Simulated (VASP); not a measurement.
# BaS (P-6m2) in VASP: notebook

The runs below take BaS through single point, with PBE.

Everything below comes from runs of VASP 6.6.1. Logs are shortened: lines on timing, memory, paths and dates and some standing lists are left out, and cuts for length are marked.

## Step 1: The cell of the first run

Symmetry: P-6m2, No. 187, hexagonal system. Conventional cell: a = 4.365 Å, b = 4.365 Å, c = 4.018 Å, α = 90.00°, β = 90.00°, γ = 120.00°. Ba (site symmetry -6m2) has 6 S at 3.22 Å and 8 Ba at 4.02 to 4.37 Å within 4.4 Å. S (site symmetry -6m2) has 6 Ba at 3.22 Å and 8 S at 4.02 to 4.37 Å within 4.4 Å.

## Step 2: Single point, PBE

The input, INCAR:

```
SYSTEM = BaS
PREC = Accurate
ENCUT = 520
EDIFF = 1E-7
ISMEAR = 0
SIGMA = 0.05
LREAL = .FALSE.
LASPH = .TRUE.
NELM = 60
ALGO = Normal
ISIF = 2
LWAVE = .FALSE.
LCHARG = .FALSE.
GGA = PE
NBANDS = 15
```

The input, KPOINTS:

```
Automatic mesh
0
G
  10 10 8
  0 0 0
```

The input, POSCAR:

```
BaS
1.0
    4.3652937922      0.0000000000      0.0000000000
   -2.1826468961      3.7804553190      0.0000000000
    0.0000000000      0.0000000000      4.0178506233
Ba S
1 1
Direct
    0.0000000000      0.0000000000      0.0000000000
    0.6666666667      0.3333333333      0.5000000000
```

Potentials or basis: VASP PAW PBE potentials, release 64 (Ba_sv, S).

Command:

```console
$ cat potpaw_PBE.64/Ba_sv/POTCAR potpaw_PBE.64/S/POTCAR > POTCAR
$ mpirun -np 1 vasp_std > vasp.out
```

OUTCAR:

```text
SYSTEM = BaS
   PREC = Accurate
   ENCUT = 520
   EDIFF = 1E-7
   ISMEAR = 0
   LREAL = .FALSE.
   LASPH = .TRUE.
   NELM = 60
   ISIF = 2
   GGA = PE

 ion  position               nearest neighbor table
   1  0.000  0.000  0.000-   2 3.22   2 3.22   2 3.22   2 3.22   2 3.22   2 3.22
   2  0.667  0.333  0.500-   1 3.22   1 3.22   1 3.22   1 3.22   1 3.22   1 3.22

  LATTYP: Found a hexagonal cell.
 ALAT       =     4.3652937922
 C/A-ratio  =     0.9204078384

  Lattice vectors:

 A1 = (   4.3652937922,   0.0000000000,   0.0000000000)
 A2 = (  -2.1826468961,   3.7804553190,   0.0000000000)
 A3 = (   0.0000000000,   0.0000000000,   4.0178506233)

Analysis of symmetry for initial positions (statically):
=====================================================================
 Subroutine PRICEL returns:
 Original cell was already a primitive cell.

 Routine SETGRP: Setting up the symmetry group for a
 hexagonal supercell.

 Subroutine GETGRP returns: Found 12 space group operations
 (whereof 12 operations were pure point group operations)
 out of a pool of 24 trial point group operations.

The static configuration has the point symmetry D_3h.

Analysis of symmetry for dynamics (positions and initial velocities):
=====================================================================
 Subroutine PRICEL returns:
 Original cell was already a primitive cell.

 Routine SETGRP: Setting up the symmetry group for a
 hexagonal supercell.

 Subroutine GETGRP returns: Found 12 space group operations
 (whereof 12 operations were pure point group operations)
 out of a pool of 24 trial point group operations.

The dynamic configuration has the point symmetry D_3h.

 Subroutine INISYM returns: Found 12 space group operations
 (whereof 12 operations are pure point group operations),
 and found     1 'primitive' translations

----------------------------------------------------------------------------------------

                                     Primitive cell

  volume of cell :      66.3058

  direct lattice vectors                    reciprocal lattice vectors
     4.365293792  0.000000000  0.000000000     0.229079656  0.132259201  0.000000000
    -2.182646896  3.780455319  0.000000000     0.000000000  0.264518402  0.000000000
     0.000000000  0.000000000  4.017850623     0.000000000  0.000000000  0.248889293

  length of vectors
     4.365293792  4.365293792  4.017850623     0.264518402  0.264518402  0.248889293

  position of ions in fractional coordinates (direct lattice)
     0.000000000  0.000000000  0.000000000
     0.666666667  0.333333333  0.500000000
[... 89 lines left out ...]
   NUPDOWN=      -1.0000    fix difference up-down
   EMIN   =  10.00;   EMAX   =-10.00  energy-range for DOS
   EFERMI =   0.00;   METHOD = LEGACY
   ISMEAR =     0;   SIGMA  =   0.05  broadening in eV -4-tet -1-fermi 0-gaus
   EFERMI_NEDOS =   21; number of points for ismear=-14 and -15
   IALGO  =     38    algorithm
   IMIX   =      4    mixing-type and parameters
     AMIX     =   0.40;   BMIX     =  1.00
     AMIX_MAG =   1.60;   BMIX_MAG =  1.00
  volume/ion in A,a.u.               =      33.15       223.73
  Fermi-wavevector in a.u.,A,eV,Ry     =   1.019212  1.926031 14.133628  1.038792
  Thomas-Fermi vector in A             =   2.152713
   LORBIT       =      0    0 simple, 1 ext, 2 COOP (PROOUT), +10 PAW based schemes
   GGA     = PE    functional components
   LHFCALC =     F    Hartree Fock is set to
   AEXX    =    0.0000 exact exchange contribution
   IVDW    =     0    specifies the selected vdW correction
   LEPSILON=     F    determine dielectric tensor
   LRPA    =     F    only Hartree local field effects (RPA)
 non-spin polarized calculation
 Gauss-broadening in eV      SIGMA  =   0.05
  energy-cutoff  :      520.00
  volume of cell :       66.31
 maximum number of plane-waves:      1815
   NGX = 17   NGY = 17   NGZ = 15

 number of electron      16.0000000 magnetization

 Free energy of the ion-electron system (eV)
  ---------------------------------------------------
  ext. energy  EPLUGINS =         0.00000000
  ---------------------------------------------------
  free energy    TOTEN  =        -9.91480809 eV

  energy without entropy =       -9.91480809  energy(sigma->0) =       -9.91480809

 E-fermi :   2.0414     XC(G=0):  -8.5300

 val. band max:        1.7597359818   @ k =   0.0000   0.0000   0.0000
 cond. band min:       3.7558942482   @ k =   0.0000   0.0000   0.0000
 fundamental gap:      1.9961582664
 Fermi energy:         2.0413643643

 k-point     1 :       0.0000    0.0000    0.0000
  band No.  band energies     occupation
      1     -24.9425      2.00000
      2      -9.9952      2.00000
      3      -9.9952      2.00000
      4      -9.8620      2.00000
      5      -8.8845      2.00000
      6       1.0385      2.00000
      7       1.0385      2.00000
      8       1.7597      2.00000
      9       3.7559      0.00000
     10       4.8460      0.00000
     11       7.2681      0.00000
     12       7.2681      0.00000
     13       8.1678      0.00000
     14       8.1678      0.00000
[... 401 lines left out ...]
      2     -10.8412      2.00000
      3     -10.1485      2.00000
      4      -9.8913      2.00000
      5      -8.0473      2.00000
      6      -0.0490      2.00000
      7       1.0059      2.00000
      8       1.1605      2.00000
      9       4.4560      0.00000
     10       6.7405      0.00000
     11       7.2371      0.00000
     12       7.6361      0.00000
     13       8.4354      0.00000
     14       9.5691      0.00000
     15      10.8404      0.00000

 [... further k-points ...]

------------------------ aborting loop because EDIFF is reached ----------------------------------------

  FORCE on cell =-STRESS in cart. coord.  units (eV):
  Direction    XX          YY          ZZ          XY          YZ          ZX
  --------------------------------------------------------------------------------------
  -------------------------------------------------------------------------------------
  Total        0.1664338      0.1664338     -0.1486681      0.0000000      0.0000000      0.0000000
  in kB        4.0216170      4.0216170     -3.5923357      0.0000000      0.0000000      0.0000000
  external PRESSURE =       1.4836328 kB  Pullay stress =       0.0000000 kB

 VOLUME and BASIS-vectors are now :
 -----------------------------------------------------------------------------
  energy-cutoff  :      520.00
  volume of cell :       66.31
      direct lattice vectors                 reciprocal lattice vectors
     4.365293792  0.000000000  0.000000000     0.229079656  0.132259201  0.000000000
    -2.182646896  3.780455319  0.000000000     0.000000000  0.264518402  0.000000000
     0.000000000  0.000000000  4.017850623     0.000000000  0.000000000  0.248889293

 POSITION                                       TOTAL-FORCE (eV/Angst)
 -----------------------------------------------------------------------------------
      0.00000      0.00000      0.00000         0.000000      0.000000      0.000000
      2.18265      1.26015      2.00893        -0.000000     -0.000000      0.000000
 -----------------------------------------------------------------------------------
    total drift:                               -0.000000      0.000000      0.000000

  FREE ENERGIE OF THE ION-ELECTRON SYSTEM (eV)
  ---------------------------------------------------
  free  energy   TOTEN  =        -9.9148080924 eV

  energy  without entropy=       -9.9148080924  energy(sigma->0) =       -9.91480809
```

OSZICAR:

```text
N       E                     dE             d eps       ncg     rms          rms(c)
DAV:   1     0.834630465082E+02    0.83463E+02   -0.67718E+03  2100   0.924E+02
DAV:   2    -0.547007950023E+01   -0.88933E+02   -0.81217E+02  2960   0.170E+02
DAV:   3    -0.104025437628E+02   -0.49325E+01   -0.48990E+01  2925   0.419E+01
DAV:   4    -0.104915891337E+02   -0.89045E-01   -0.89032E-01  2771   0.575E+00
DAV:   5    -0.104937344847E+02   -0.21454E-02   -0.21453E-02  3028   0.728E-01    0.475E+00
DAV:   6    -0.991693778764E+01    0.57680E+00   -0.70628E-01  2471   0.527E+00    0.329E+00
DAV:   7    -0.990086406185E+01    0.16074E-01   -0.24833E-01  2660   0.272E+00    0.205E+00
DAV:   8    -0.991264336103E+01   -0.11779E-01   -0.39504E-02  2408   0.127E+00    0.245E-01
DAV:   9    -0.991306158780E+01   -0.41823E-03   -0.59208E-03  2702   0.531E-01    0.177E-01
DAV:  10    -0.991469241375E+01   -0.16308E-02   -0.17763E-03  2156   0.273E-01    0.432E-02
DAV:  11    -0.991479467324E+01   -0.10226E-03   -0.20468E-04  2674   0.863E-02    0.162E-02
DAV:  12    -0.991480803801E+01   -0.13365E-04   -0.33032E-05  2198   0.358E-02    0.108E-02
DAV:  13    -0.991480809237E+01   -0.54361E-07   -0.34058E-07  3011   0.369E-03
   1 F= -.99148081E+01 E0= -.99148081E+01  d E =-.587432E-18
```

stdout:

```text
POSCAR found type information on POSCAR BaS
 POSCAR found :  2 types and       2 ions
 scaLAPACK will be used
 LDA part: xc-table for (Slater+PW92), standard interpolation
 POSCAR, INCAR and KPOINTS ok, starting setup
 FFT: planning ... GRIDC
 FFT: planning ... GRID_SOFT
 FFT: planning ... GRID
 WAVECAR not read
 entering main loop
```

Wall time 73 s (1 thread of AMD EPYC 7R43 (Zen 3), shared host); peak memory 0.18 GiB.

What came out:

```
Free energy            : -9.9148 eV
Pressure               : 0.1 GPa
Band gap on the k mesh : 2.00 eV
```

Stress tensor (GPa, compression positive):
```
 0.40  0.00  0.00
 0.00  0.40  0.00
 0.00  0.00 -0.36
```

Levels at points of the mesh, in eV from the valence-band top:
| k point | band 5 | band 6 | band 7 | band 8 | band 9 | band 10 | band 11 | band 12 |
| --- | --- | --- | --- | --- | --- | --- | --- | --- |
| (0.00, 0.00, 0.00) | -10.64 | -0.72 | -0.72 | 0.00 | 2.00 | 3.09 | 5.51 | 5.51 |
| (0.50, 0.00, 0.00) | -9.77 | -1.93 | -0.65 | -0.38 | 2.22 | 5.36 | 5.71 | 6.33 |
| (0.00, 0.00, 0.50) | -9.46 | -2.34 | -0.58 | -0.58 | 3.88 | 3.88 | 4.84 | 4.84 |
| (0.50, 0.00, 0.50) | -10.26 | -1.58 | -1.20 | -1.17 | 3.58 | 4.92 | 6.82 | 7.20 |

Caveat: spin-orbit coupling is left out, which moves the levels of the heavy elements. A k mesh can miss the band edges.

## Step 3: Single point, PBE (33.48 Å³/atom)

This run uses another cell than the first one, of 33.48 Å³/atom.

The input, INCAR:

```
SYSTEM = BaS
  ALGO = Normal
  EDIFF = 1E-6
  ENCUT = 520
  GGA = PE
  ISIF = 2
  ISMEAR = 0
  LASPH = .TRUE.
  LCHARG = .TRUE.
  LELF = .TRUE.
  LREAL = .FALSE.
  LVHAR = .TRUE.
  LWAVE = .FALSE.
  NBANDS = 15
  NELM = 80
  PREC = Accurate
  SIGMA = 0.05
```

The input, KPOINTS:

```
k-points
0
G
  10 10 8
  0 0 0
```

The input, POSCAR:

```
BaS
1.0
    4.3986506451      0.0000000000      0.0000000000
   -2.1993253226      3.8093432010      0.0000000000
    0.0000000000      0.0000000000      3.9963231559
Ba S
1 1
Direct
    0.0000000000      0.0000000000      0.0000000000
    0.6666666667      0.3333333333      0.5000000000
```

Potentials or basis: VASP PAW PBE potentials, release 64 (Ba_sv, S).

Command:

```console
$ cat potpaw_PBE.64/Ba_sv/POTCAR potpaw_PBE.64/S/POTCAR > POTCAR
$ mpirun -np 1 vasp_std > vasp.out
```

Run time: 89 s. Hardware: 1 thread of AMD EPYC 7R43 (Zen 3), shared host; peak memory 0.2 GiB.

It converged, with:

* Free energy: -9.9159 eV
* Pressure: -0.2 GPa
* Band gap on the k mesh: 1.99 eV

Stress tensor (GPa, compression positive):
```
-0.22  0.00  0.00
 0.00 -0.22  0.00
 0.00  0.00 -0.02
```

Levels at points of the mesh, in eV from the valence-band top:
```csv
k point,band 4,band 5,band 6,band 7,band 8,band 9,band 10,band 11,band 12,band 13
"(0.00, 0.00, 0.00)",-11.67,-10.67,-0.79,-0.79,0.00,1.99,2.97,5.47,5.47,6.36
"(0.50, 0.00, 0.00)",-11.59,-9.82,-1.95,-0.62,-0.44,2.19,5.22,5.70,6.25,6.38
"(0.00, 0.00, 0.50)",-11.74,-9.53,-2.36,-0.64,-0.64,3.85,3.85,4.73,4.73,4.98
"(0.50, 0.00, 0.50)",-11.83,-10.30,-1.62,-1.22,-1.22,3.56,4.83,6.71,7.05,7.68
```

Caveat: spin-orbit coupling is left out, which moves the levels of the heavy elements.
